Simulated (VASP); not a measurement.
Runs of VASP 6.6.1 on W. The structure is that of space group Im-3m (No. 229), or close to it. The cells are those of the table. 

```tsv
task	level	cell	k mesh	cutoff (eV)	gap on the mesh (eV)	pressure (GPa)	relaxed volume (Å³/atom)
relaxation of cell and atoms	r2SCAN	relaxed from a = 2.758 Å, angles 109.5°, 1 atom	10 × 10 × 10	600	none	0.0	(a)
relaxation of cell and atoms	PBE	relaxed from a = 2.741 Å, angles 109.5°, 1 atom	10 × 10 × 10	600	none	0.0	16.17
single point	r2SCAN	a = 2.744 Å, angles 109.5°, 1 atom	10 × 10 × 10	520	none	1.2	-
single point	PBE	a = 2.744 Å, angles 109.5°, 1 atom	12 × 12 × 12	520	none	5.4	-
single point	PBE	a = 2.758 Å, angles 109.5°, 1 atom	10 × 10 × 10	520	none	0.5	-
single point	r2SCAN	a = 2.744 Å, angles 109.5°, 1 atom	12 × 12 × 12	520	none	(b)	-
```

Alike in all rows: potentials or basis VASP PAW PBE potentials, release 64 (W_sv); no spin polarisation; smearing fermi-dirac 0.02 eV.

Q: Fill in the values left out.

A: (a) 15.97; (b) 1.7.

Caveats: spin-orbit coupling is left out, which moves the levels of the heavy elements; the PAW data sets were made with another functional, which shifts forces and pressure a little (some runs).

A k mesh can miss the band edges, and the runs leave out spin-orbit coupling on W.

A gap of «none» marks levels without a gap at the run's occupations.
